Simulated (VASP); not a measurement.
# Y (Fm-3m) in VASP: single point with LDA

Aim: the single point of Y with LDA.

Everything below comes from runs of VASP 6.6.1. Logs are shortened: lines on timing, memory, paths and dates and some standing lists are left out, and cuts for length are marked.

## 1. The cell of the first run

Symmetry: Fm-3m, No. 225, cubic system. Conventional cell: a = 4.907 Å, b = 4.907 Å, c = 4.907 Å, α = 90.00°, β = 90.00°, γ = 90.00°. Y (site symmetry m-3m) has 12 Y at 3.47 Å within 4.6 Å.

## 2. Single point, LDA

File INCAR:

```
  PREC = Accurate
  ENCUT = 520
  EDIFF = 1E-6
  ISMEAR = -1
  SIGMA = 0.13605693000000002
  LREAL = False
  LASPH = True
  NELM = 60
  ALGO = Normal
  ISIF = 2
  LWAVE = False
  LCHARG = False
  NBANDS = 12
```

File KPOINTS:

```
Automatic mesh
0
Gamma
  12 12 12
```

File POSCAR:

```
Y
1.0
    0.0000000000      2.4535696957      2.4535696957
    2.4535696957      0.0000000000      2.4535696957
    2.4535696957      2.4535696957      0.0000000000
Y
1
Direct
    0.0000000000      0.0000000000      0.0000000000
```

Potentials or basis: VASP PAW LDA potentials, release 64 (Y_sv).

Launch:

```
> cat potpaw_LDA.64/Y_sv/POTCAR > POTCAR
> mpirun -np 1 vasp_std > vasp.out
```

OUTCAR:

```text
PREC = Accurate
   ENCUT = 520
   EDIFF = 1E-6
   ISMEAR = -1
   LREAL = False
   LASPH = True
   NELM = 60
   ISIF = 2

 ion  position               nearest neighbor table
   1  0.000  0.000  0.000-

  LATTYP: Found a face centered cubic cell.
 ALAT       =     4.9071393914

  Lattice vectors:

 A1 = (   0.0000000000,   2.4535696957,   2.4535696957)
 A2 = (   2.4535696957,   0.0000000000,   2.4535696957)
 A3 = (   2.4535696957,   2.4535696957,   0.0000000000)

Analysis of symmetry for initial positions (statically):
=====================================================================
 Subroutine PRICEL returns:
 Original cell was already a primitive cell.

 Routine SETGRP: Setting up the symmetry group for a
 face centered cubic supercell.

 Subroutine GETGRP returns: Found 48 space group operations
 (whereof 48 operations were pure point group operations)
 out of a pool of 48 trial point group operations.

The static configuration has the point symmetry O_h .

Analysis of symmetry for dynamics (positions and initial velocities):
=====================================================================
 Subroutine PRICEL returns:
 Original cell was already a primitive cell.

 Routine SETGRP: Setting up the symmetry group for a
 face centered cubic supercell.

 Subroutine GETGRP returns: Found 48 space group operations
 (whereof 48 operations were pure point group operations)
 out of a pool of 48 trial point group operations.

The dynamic configuration has the point symmetry O_h .

 Subroutine INISYM returns: Found 48 space group operations
 (whereof 48 operations are pure point group operations),
 and found     1 'primitive' translations

----------------------------------------------------------------------------------------

                                     Primitive cell

  volume of cell :      29.5410

  direct lattice vectors                    reciprocal lattice vectors
     0.000000000  2.453569696  2.453569696    -0.203784715  0.203784715  0.203784715
     2.453569696  0.000000000  2.453569696     0.203784715 -0.203784715  0.203784715
     2.453569696  2.453569696  0.000000000     0.203784715  0.203784715 -0.203784715

  length of vectors
     3.469871540  3.469871540  3.469871540     0.352965479  0.352965479  0.352965479

  position of ions in fractional coordinates (direct lattice)
[... 76 lines left out ...]
   NELM   =     60;   NELMIN=  2; NELMDL= -5     # of ELM steps
   EDIFF  = 0.1E-05   stopping-criterion for ELM
   LREAL  =      F    real-space projection
   EDIFFG = 0.1E-04   stopping-criterion for IOM
   NSW    =      0    number of steps for IOM
   IBRION =     -1    ionic relax: 0-MD 1-quasi-New 2-CG
   NFREE  =      0    steps in history (QN), initial steepest desc. (CG)
   ISIF   =      2    stress and relaxation
   ISYM   =      2    0-nonsym 1-usesym 2-fastsym
   POTIM  = 0.5000    time-step for ionic-motion
   TEBEG  =    0.0;   TEEND  =   0.0 temperature during run
   PSTRESS=    0.0 pullay stress
   NELECT =      11.0000    total number of electrons
   NUPDOWN=      -1.0000    fix difference up-down
   EMIN   =  10.00;   EMAX   =-10.00  energy-range for DOS
   EFERMI =   0.00;   METHOD = LEGACY
   ISMEAR =    -1;   SIGMA  =   0.14  broadening in eV -4-tet -1-fermi 0-gaus
   EFERMI_NEDOS =   21; number of points for ismear=-14 and -15
   IALGO  =     38    algorithm
   IMIX   =      4    mixing-type and parameters
     AMIX     =   0.40;   BMIX     =  1.00
     AMIX_MAG =   1.60;   BMIX_MAG =  1.00
  volume/ion in A,a.u.               =      29.54       199.35
  Fermi-wavevector in a.u.,A,eV,Ry     =   1.177780  2.225681 18.873520  1.387165
  Thomas-Fermi vector in A             =   2.314120
   LORBIT       =      0    0 simple, 1 ext, 2 COOP (PROOUT), +10 PAW based schemes
   GGA     = CA    functional components
   LHFCALC =     F    Hartree Fock is set to
   AEXX    =    0.0000 exact exchange contribution
   IVDW    =     0    specifies the selected vdW correction
   LEPSILON=     F    determine dielectric tensor
   LRPA    =     F    only Hartree local field effects (RPA)
 non-spin polarized calculation
  energy-cutoff  :      520.00
  volume of cell :       29.54
 maximum number of plane-waves:       821
 NGX is ok and might be reduce to    28
   NGX = 13   NGY = 13   NGZ = 13

 number of electron      11.0000001 magnetization

 Free energy of the ion-electron system (eV)
  ---------------------------------------------------
  ext. energy  EPLUGINS =         0.00000000
  ---------------------------------------------------
  free energy    TOTEN  =        -6.98189777 eV

  energy without entropy =       -6.89441677  energy(sigma->0) =       -6.93815727

 E-fermi :   3.4074     XC(G=0): -10.0596

 val. band max:        3.3820446385   @ k =  -0.3333   0.2500   0.0000
 cond. band min:       3.4092983203   @ k =  -0.2500   0.4167   0.1667
 fundamental gap:      0.0272536819
 Fermi energy:         3.4073874533

 k-point     1 :       0.0000    0.0000    0.0000
  band No.  band energies     occupation
      1     -38.8134      2.00000
      2     -18.5430      2.00000
      3     -18.5430      2.00000
      4     -18.5430      2.00000
      5      -1.4661      2.00000
      6       5.2416      0.00000
      7       5.2416      0.00000
      8       5.2416      0.00000
      9       7.4865      0.00000
     10       7.4865      0.00000
     11      12.7245      0.00000
     12      16.2470      0.00000
[... 331 lines left out ...]
 k-point    24 :      -0.4167    0.1667    0.0000
  band No.  band energies     occupation
      1     -38.7015      2.00000
      2     -19.2636      2.00000
      3     -18.7925      2.00000
      4     -18.6743      2.00000
      5       1.9358      1.99996
      6       3.6573      0.27487
      7       4.5924      0.00033
      8       5.6198      0.00000
      9       8.6950      0.00000
     10       9.8446      0.00000
     11      11.6525      0.00000
     12      14.1883      0.00000

 [... further k-points ...]
[... 5 lines left out ...]
  --------------------------------------------------------------------------------------
  -------------------------------------------------------------------------------------
  Total       -0.0104010     -0.0104010     -0.0104010      0.0000000      0.0000000     -0.0000000
  in kB       -0.5641079     -0.5641079     -0.5641079      0.0000000      0.0000000     -0.0000000
  external PRESSURE =      -0.5641079 kB  Pullay stress =       0.0000000 kB

 VOLUME and BASIS-vectors are now :
 -----------------------------------------------------------------------------
  energy-cutoff  :      520.00
  volume of cell :       29.54
      direct lattice vectors                 reciprocal lattice vectors
     0.000000000  2.453569696  2.453569696    -0.203784715  0.203784715  0.203784715
     2.453569696  0.000000000  2.453569696     0.203784715 -0.203784715  0.203784715
     2.453569696  2.453569696  0.000000000     0.203784715  0.203784715 -0.203784715

 POSITION                                       TOTAL-FORCE (eV/Angst)
 -----------------------------------------------------------------------------------
      0.00000      0.00000      0.00000         0.000000      0.000000      0.000000
 -----------------------------------------------------------------------------------
    total drift:                               -0.000000      0.000000     -0.000000

  FREE ENERGIE OF THE ION-ELECTRON SYSTEM (eV)
  ---------------------------------------------------
  free  energy   TOTEN  =        -6.9818977727 eV

  energy  without entropy=       -6.8944167669  energy(sigma->0) =       -6.93815727
```

OSZICAR:

```text
N       E                     dE             d eps       ncg     rms          rms(c)
DAV:   1     0.259782861281E+02    0.25978E+02   -0.56067E+03  1736   0.839E+02
DAV:   2    -0.580648078044E+01   -0.31785E+02   -0.30841E+02  2044   0.171E+02
DAV:   3    -0.711920137385E+01   -0.13127E+01   -0.12925E+01  2448   0.223E+01
DAV:   4    -0.715189387278E+01   -0.32692E-01   -0.32672E-01  1936   0.345E+00
DAV:   5    -0.715252999541E+01   -0.63612E-03   -0.63610E-03  2224   0.372E-01    0.237E+01
DAV:   6    -0.700798187662E+01    0.14455E+00   -0.18105E-01  1852   0.276E+00    0.144E+01
DAV:   7    -0.698556490253E+01    0.22417E-01   -0.23993E-01  2096   0.315E+00    0.115E+00
DAV:   8    -0.698191780104E+01    0.36471E-02   -0.27538E-02  1952   0.130E+00    0.188E-01
DAV:   9    -0.698190441038E+01    0.13391E-04   -0.79491E-04  2124   0.217E-01    0.513E-02
DAV:  10    -0.698189763746E+01    0.67729E-05   -0.49311E-05  1968   0.585E-02    0.176E-02
DAV:  11    -0.698189777266E+01   -0.13520E-06   -0.49909E-06  2040   0.196E-02
   1 F= -.69818978E+01 E0= -.69381573E+01  d E =-.874810E-01
```

stdout:

```text
POSCAR found type information on POSCAR Y
 POSCAR found :  1 types and       1 ions
 scaLAPACK will be used
 LDA part: xc-table for (Slater(with rela. corr.)+CA(PZ))
 , standard interpolation
 POSCAR, INCAR and KPOINTS ok, starting setup
 FFT: planning ... GRIDC
 FFT: planning ... GRID_SOFT
 FFT: planning ... GRID
 WAVECAR not read
 entering main loop
```

It took 19 s on 1 thread of AMD EPYC 7R13 (Zen 3), shared host; peak memory 0.14 GiB.

Results:

- Free energy: -6.9819 eV
- Pressure: -0.1 GPa

Levels at points of the mesh, in eV from the Fermi level:
```tsv
k point	band 2	band 3	band 4	band 5	band 6	band 7	band 8	band 9
(0.00, 0.00, 0.00)	-21.95	-21.95	-21.95	-4.87	1.83	1.83	1.83	4.08
(0.50, 0.00, 0.00)	-22.74	-22.05	-22.05	-2.12	1.02	1.64	1.64	5.75
(0.50, 0.50, 0.00)	-22.69	-22.23	-22.23	-1.98	-1.08	2.60	5.75	6.23
```
